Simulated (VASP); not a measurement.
# Rb (Pnma) in VASP: single point with PBEsol

Aim: the single point of Rb with PBEsol.

All numbers are computed with VASP 6.6.1; they aren't measurements. Logs are shortened: lines on timing, memory, paths and dates and some standing lists are left out, and cuts for length are marked.

### Step 1. The cell of the first run

The structure is orthorhombic, space group Pnma (No. 62). Conventional cell: a = 5.014 Å, b = 4.536 Å, c = 15.478 Å, α = 90.00°, β = 90.00°, γ = 90.00°.

### Step 2. Single point, PBEsol

Input file INCAR:

```
SYSTEM = Rb
PREC = Accurate
ENCUT = 520
EDIFF = 1E-6
ISMEAR = 0
SIGMA = 0.1
LREAL = .False.
LASPH = .True.
NELM = 80
ALGO = Fast
ISIF = 2
LWAVE = .False.
LCHARG = .False.
GGA = PS
NBANDS = 26
```

Input file KPOINTS:

```
regular mesh
0
Gamma
  4 4 2
  0 0 0
```

Input file POSCAR:

```
Rb
1.0
    5.0135406957      0.0000000000      0.0000000000
    0.0000000000      4.5356472336      0.0000000000
    0.0000000000      0.0000000000     15.4775592457
Rb
4
Direct
    0.2581358936      0.2500000000      0.8790412824
    0.2418641064      0.7500000000      0.3790412824
    0.7581358936      0.2500000000      0.6209587176
    0.7418641064      0.7500000000      0.1209587176
```

Potentials or basis: VASP PAW PBE potentials, release 64 (Rb_sv).

Command:

```console
> cat potpaw_PBE.64/Rb_sv/POTCAR > POTCAR
> mpirun -np 1 vasp_std > vasp.out
```

OUTCAR:

```text
SYSTEM = Rb
   PREC = Accurate
   ENCUT = 520
   EDIFF = 1E-6
   ISMEAR = 0
   LREAL = .False.
   LASPH = .True.
   NELM = 80
   ISIF = 2
   GGA = PS

 ion  position               nearest neighbor table
   1  0.258  0.250  0.879-   3 4.72   3 4.72   4 5.00   4 5.00   4 5.09   4 5.09
   2  0.242  0.750  0.379-   4 4.72   4 4.72   3 5.00   3 5.00   3 5.09   3 5.09
   3  0.758  0.250  0.621-   1 4.72   1 4.72   2 5.00   2 5.00   2 5.09   2 5.09
   4  0.742  0.750  0.121-   2 4.72   2 4.72   1 5.00   1 5.00   1 5.09   1 5.09

  LATTYP: Found a simple orthorhombic cell.
 ALAT       =     4.5356472336
 B/A-ratio  =     1.1053638957
 C/A-ratio  =     3.4124257131

  Lattice vectors:

 A1 = (   0.0000000000,  -4.5356472336,   0.0000000000)
 A2 = (   5.0135406957,   0.0000000000,   0.0000000000)
 A3 = (   0.0000000000,   0.0000000000,  15.4775592457)

Analysis of symmetry for initial positions (statically):
=====================================================================
 Subroutine PRICEL returns:
 Original cell was already a primitive cell.

 Routine SETGRP: Setting up the symmetry group for a
 simple orthorhombic supercell.

 Subroutine GETGRP returns: Found  8 space group operations
 (whereof  2 operations were pure point group operations)
 out of a pool of  8 trial point group operations.

The static configuration has the point symmetry S_2 .
 The point group associated with its full space group is D_2h.

Analysis of symmetry for dynamics (positions and initial velocities):
=====================================================================
 Subroutine PRICEL returns:
 Original cell was already a primitive cell.

 Routine SETGRP: Setting up the symmetry group for a
 simple orthorhombic supercell.

 Subroutine GETGRP returns: Found  8 space group operations
 (whereof  2 operations were pure point group operations)
 out of a pool of  8 trial point group operations.

The dynamic configuration has the point symmetry S_2 .
 The point group associated with its full space group is D_2h.

 Subroutine INISYM returns: Found  8 space group operations
 (whereof  2 operations are pure point group operations),
 and found     1 'primitive' translations

----------------------------------------------------------------------------------------

                                     Primitive cell

  volume of cell :     351.9543

  direct lattice vectors                    reciprocal lattice vectors
     5.013540696  0.000000000  0.000000000     0.199459835  0.000000000  0.000000000
     0.000000000  4.535647234  0.000000000     0.000000000  0.220475700  0.000000000
     0.000000000  0.000000000 15.477559246     0.000000000  0.000000000  0.064609670

  length of vectors
     5.013540696  4.535647234 15.477559246     0.199459835  0.220475700  0.064609670

  position of ions in fractional coordinates (direct lattice)
     0.258135894  0.250000000  0.879041282
     0.241864106  0.750000000  0.379041282
     0.758135894  0.250000000  0.620958718
     0.741864106  0.750000000  0.120958718

  ion indices of the primitive-cell ions
   primitive index   ion index
                 1           1
                 2           2
                 3           3
                 4           4

----------------------------------------------------------------------------------------

 KPOINTS: regular mesh

Automatic generation of k-mesh.
 Grid dimensions read from file:
 generate k-points for:    4    4    2

 Generating k-lattice:

  Cartesian coordinates                     Fractional coordinates (reciprocal lattice)
     0.049864959  0.000000000  0.000000000     0.250000000  0.000000000  0.000000000
     0.000000000  0.055118925  0.000000000     0.000000000  0.250000000  0.000000000
     0.000000000  0.000000000  0.032304835     0.000000000  0.000000000  0.500000000

  Length of vectors
     0.049864959  0.055118925  0.032304835

  Shift w.r.t. Gamma in fractional coordinates (k-lattice)
     0.000000000  0.000000000  0.000000000

 Subroutine IBZKPT returns following result:
 ===========================================

 Found     18 irreducible k-points:

 Following reciprocal coordinates:
            Coordinates               Weight
  0.000000  0.000000  0.000000      1.000000
  0.250000  0.000000  0.000000      2.000000
  0.500000  0.000000  0.000000      1.000000
  0.000000  0.250000  0.000000      2.000000
  0.250000  0.250000  0.000000      4.000000
  0.500000  0.250000  0.000000      2.000000
[... 10 lines left out ...]
  0.250000  0.500000  0.500000      2.000000
  0.500000  0.500000  0.500000      1.000000
   k-points           NKPTS =     18   k-points in BZ     NKDIM =     18   number of bands    NBANDS=     26
   number of dos      NEDOS =    301   number of ions     NIONS =      4
   total plane-waves  NPLWV = 172800
   dimension x,y,z NGX =    40 NGY =   36 NGZ =  120
   dimension x,y,z NGXF=    80 NGYF=   72 NGZF=  240
   ions per type =               4
   NGX,Y,Z   is equivalent  to a cutoff of  13.26, 13.20, 12.89 a.u.
   NGXF,Y,Z  is equivalent  to a cutoff of  26.53, 26.39, 25.78 a.u.
 SYSTEM =  Rb
   PREC   = accura    normal or accurate (medium, high low for compatibility)
   ISTART =      0    job   : 0-new  1-cont  2-samecut
   ICHARG =      2    charge: 1-file 2-atom 10-const
   ISPIN  =      1    spin polarized calculation?
   LNONCOLLINEAR =      F non collinear calculations
   LSORBIT =      F    spin-orbit coupling
   LASPH  =      T    aspherical Exc in radial PAW
   ENCUT  =  520.0 eV  38.22 Ry    6.18 a.u.   9.32  8.43 28.78*2*pi/ulx,y,z
   NELM   =     80;   NELMIN=  2; NELMDL= -5     # of ELM steps
   EDIFF  = 0.1E-05   stopping-criterion for ELM
   LREAL  =      F    real-space projection
   EDIFFG = 0.1E-04   stopping-criterion for IOM
   NSW    =      0    number of steps for IOM
   IBRION =     -1    ionic relax: 0-MD 1-quasi-New 2-CG
   NFREE  =      0    steps in history (QN), initial steepest desc. (CG)
   ISIF   =      2    stress and relaxation
   ISYM   =      2    0-nonsym 1-usesym 2-fastsym
   POTIM  = 0.5000    time-step for ionic-motion
   TEBEG  =    0.0;   TEEND  =   0.0 temperature during run
   PSTRESS=    0.0 pullay stress
   NELECT =      36.0000    total number of electrons
   NUPDOWN=      -1.0000    fix difference up-down
   EMIN   =  10.00;   EMAX   =-10.00  energy-range for DOS
   EFERMI =   0.00;   METHOD = LEGACY
   ISMEAR =     0;   SIGMA  =   0.10  broadening in eV -4-tet -1-fermi 0-gaus
   EFERMI_NEDOS =   21; number of points for ismear=-14 and -15
   IALGO  =     68    algorithm
   IMIX   =      4    mixing-type and parameters
     AMIX     =   0.40;   BMIX     =  1.00
     AMIX_MAG =   1.60;   BMIX_MAG =  1.00
  volume/ion in A,a.u.               =      87.99       593.78
  Fermi-wavevector in a.u.,A,eV,Ry     =   0.765621  1.446813  7.975392  0.586175
  Thomas-Fermi vector in A             =   1.865781
   LORBIT       =      0    0 simple, 1 ext, 2 COOP (PROOUT), +10 PAW based schemes
   GGA     = PS    functional components
   LHFCALC =     F    Hartree Fock is set to
   AEXX    =    0.0000 exact exchange contribution
   IVDW    =     0    specifies the selected vdW correction
   LEPSILON=     F    determine dielectric tensor
   LRPA    =     F    only Hartree local field effects (RPA)
 non-spin polarized calculation
 RMM-DIIS sequential band-by-band and
 Gauss-broadening in eV      SIGMA  =   0.10
  energy-cutoff  :      520.00
  volume of cell :      351.95
 maximum number of plane-waves:      9547
 NGX is ok and might be reduce to    40
   NGX = 19   NGY = 17   NGZ = 57

 number of electron      36.0000000 magnetization

 Free energy of the ion-electron system (eV)
  ---------------------------------------------------
  ext. energy  EPLUGINS =         0.00000000
  ---------------------------------------------------
  free energy    TOTEN  =        -3.93511062 eV

  energy without entropy =       -3.91313573  energy(sigma->0) =       -3.92412318

 E-fermi :   0.0795     XC(G=0):  -5.5998

 val. band max:        0.0761345465   @ k =   0.0000   0.2500   0.5000
 cond. band min:       0.1545380555   @ k =   0.5000   0.2500   0.0000
 fundamental gap:      0.0784035090
 Fermi energy:         0.0795417882

 k-point     1 :       0.0000    0.0000    0.0000
  band No.  band energies     occupation
      1     -28.8527      2.00000
      2     -28.8502      2.00000
      3     -28.8494      2.00000
      4     -28.8468      2.00000
      5     -13.0098      2.00000
      6     -12.9592      2.00000
[... 18 lines left out ...]
     25       2.5562      0.00000
     26       2.8946      0.00000

 k-point     2 :       0.2500    0.0000    0.0000
  band No.  band energies     occupation
      1     -28.8512      2.00000
      2     -28.8493      2.00000
      3     -28.8488      2.00000
      4     -28.8469      2.00000
      5     -12.9904      2.00000
      6     -12.9794      2.00000
[... 18 lines left out ...]
     25       2.4343      0.00000
     26       2.5005      0.00000

 k-point     3 :       0.5000    0.0000    0.0000
  band No.  band energies     occupation
      1     -28.8485      2.00000
      2     -28.8485      2.00000
      3     -28.8482      2.00000
      4     -28.8482      2.00000
      5     -13.0039      2.00000
      6     -13.0039      2.00000
[... 18 lines left out ...]
     25       2.0427      0.00000
     26       2.0427      0.00000

 k-point     4 :       0.0000    0.2500    0.0000
  band No.  band energies     occupation
      1     -28.8495      2.00000
      2     -28.8477      2.00000
      3     -28.8462      2.00000
      4     -28.8444      2.00000
      5     -12.9974      2.00000
      6     -12.9760      2.00000
[... 18 lines left out ...]
     25       2.6743      0.00000
     26       2.7621      0.00000

 k-point     5 :       0.2500    0.2500    0.0000
  band No.  band energies     occupation
      1     -28.8481      2.00000
      2     -28.8468      2.00000
      3     -28.8457      2.00000
      4     -28.8444      2.00000
      5     -12.9798      2.00000
      6     -12.9722      2.00000
[... 18 lines left out ...]
     25       2.0452      0.00000
     26       2.5864      0.00000

 k-point     6 :       0.5000    0.2500    0.0000
  band No.  band energies     occupation
      1     -28.8457      2.00000
      2     -28.8457      2.00000
      3     -28.8455      2.00000
      4     -28.8455      2.00000
      5     -12.9905      2.00000
      6     -12.9905      2.00000
[... 253 lines left out ...]
 k-point    15 :       0.5000    0.2500    0.5000
  band No.  band energies     occupation
      1     -28.8457      2.00000
      2     -28.8457      2.00000
      3     -28.8455      2.00000
      4     -28.8455      2.00000
      5     -12.9824      2.00000
      6     -12.9824      2.00000
[... 18 lines left out ...]
     25       2.6844      0.00000
     26       2.6951      0.00000

 k-point    16 :       0.0000    0.5000    0.5000
  band No.  band energies     occupation
      1     -28.8458      2.00000
      2     -28.8458      2.00000
      3     -28.8425      2.00000
      4     -28.8425      2.00000
      5     -13.0336      2.00000
      6     -13.0336      2.00000
[... 18 lines left out ...]
     25       2.4636      0.00000
     26       2.4637      0.00000

 k-point    17 :       0.2500    0.5000    0.5000
  band No.  band energies     occupation
      1     -28.8446      2.00000
      2     -28.8446      2.00000
      3     -28.8423      2.00000
      4     -28.8423      2.00000
      5     -13.0284      2.00000
      6     -13.0284      2.00000
[... 18 lines left out ...]
     25       2.3541      0.00000
     26       2.3784      0.00000

 k-point    18 :       0.5000    0.5000    0.5000
  band No.  band energies     occupation
      1     -28.8428      2.00000
      2     -28.8428      2.00000
      3     -28.8428      2.00000
      4     -28.8428      2.00000
      5     -13.0204      2.00000
      6     -13.0204      2.00000
[... 18 lines left out ...]
     25       2.0221      0.00000
     26       2.0222      0.00000

------------------------ aborting loop because EDIFF is reached ----------------------------------------

  FORCE on cell =-STRESS in cart. coord.  units (eV):
  Direction    XX          YY          ZZ          XY          YZ          ZX
  --------------------------------------------------------------------------------------
  -------------------------------------------------------------------------------------
  Total       -0.2810142      0.0303954      0.4369868      0.0000000      0.0000000      0.0000000
  in kB       -1.2792417      0.1383668      1.9892650      0.0000000      0.0000000      0.0000000
  external PRESSURE =       0.2827967 kB  Pullay stress =       0.0000000 kB

 VOLUME and BASIS-vectors are now :
 -----------------------------------------------------------------------------
  energy-cutoff  :      520.00
  volume of cell :      351.95
      direct lattice vectors                 reciprocal lattice vectors
     5.013540696  0.000000000  0.000000000     0.199459835  0.000000000  0.000000000
     0.000000000  4.535647234  0.000000000     0.000000000  0.220475700  0.000000000
     0.000000000  0.000000000 15.477559246     0.000000000  0.000000000  0.064609670

 POSITION                                       TOTAL-FORCE (eV/Angst)
 -----------------------------------------------------------------------------------
      1.29417      1.13391     13.60541        -0.007140      0.000000      0.016617
      1.21260      3.40174      5.86663         0.007140      0.000000      0.016617
      3.80095      1.13391      9.61093        -0.007140     -0.000000     -0.016617
      3.71937      3.40174      1.87215         0.007140      0.000000     -0.016617
 -----------------------------------------------------------------------------------
    total drift:                               -0.000000     -0.000000      0.000000

  FREE ENERGIE OF THE ION-ELECTRON SYSTEM (eV)
  ---------------------------------------------------
  free  energy   TOTEN  =        -3.9351106173 eV

  energy  without entropy=       -3.9131357349  energy(sigma->0) =       -3.92412318
```

Run time: 95 s. Hardware: 1 thread of Intel Xeon 6975P-C (Granite Rapids), shared host; peak memory 0.46 GiB.

Results:

```
Free energy            : -3.9351 eV
Pressure               : 0.0 GPa
Largest force          : 0.018 eV/Å
Band gap on the k mesh : zero (band 18 reaches 0.94 eV, above the bottom of band 19 at -1.17 eV)
```

Forces in eV/Å, atoms in the order of the input:
```
Rb  -0.007  0.000  0.017
Rb   0.007  0.000  0.017
Rb  -0.007  0.000 -0.017
Rb   0.007  0.000 -0.017
```

Stress tensor (GPa, compression positive):
```
-0.13  0.00  0.00
 0.00  0.01  0.00
 0.00  0.00  0.20
```

Levels at points of the mesh, in eV from the Fermi level:
| k point | band 14 | band 15 | band 16 | band 17 | band 18 | band 19 | band 20 | band 21 | band 22 | band 23 |
| --- | --- | --- | --- | --- | --- | --- | --- | --- | --- | --- |
| (0.00, 0.00, 0.00) | -12.97 | -12.96 | -12.95 | -2.07 | -1.36 | -1.25 | 0.28 | 0.87 | 2.08 | 2.14 |
| (0.50, 0.00, 0.00) | -12.96 | -12.96 | -12.96 | -0.37 | -0.37 | -0.04 | -0.04 | 0.50 | 0.50 | 1.44 |
| (0.00, 0.50, 0.00) | -12.98 | -12.97 | -12.97 | -0.09 | -0.09 | 0.48 | 0.48 | 0.54 | 0.54 | 1.75 |
| (0.50, 0.50, 0.00) | -12.99 | -12.99 | -12.99 | 0.86 | 0.86 | 0.86 | 0.86 | 1.65 | 1.65 | 1.65 |
| (0.00, 0.00, 0.50) | -12.97 | -12.96 | -12.96 | -1.87 | -1.87 | -0.47 | -0.47 | 1.57 | 1.57 | 2.13 |
| (0.50, 0.00, 0.50) | -12.96 | -12.96 | -12.96 | -0.26 | -0.26 | -0.24 | -0.24 | 0.90 | 0.90 | 0.93 |
| (0.00, 0.50, 0.50) | -12.98 | -12.97 | -12.97 | -0.07 | -0.07 | 0.30 | 0.30 | 0.79 | 0.79 | 1.50 |
| (0.50, 0.50, 0.50) | -12.99 | -12.99 | -12.99 | 0.86 | 0.86 | 0.86 | 0.86 | 1.66 | 1.66 | 1.66 |

Caveat: the PAW data sets were made with another functional, which shifts forces and pressure a little.
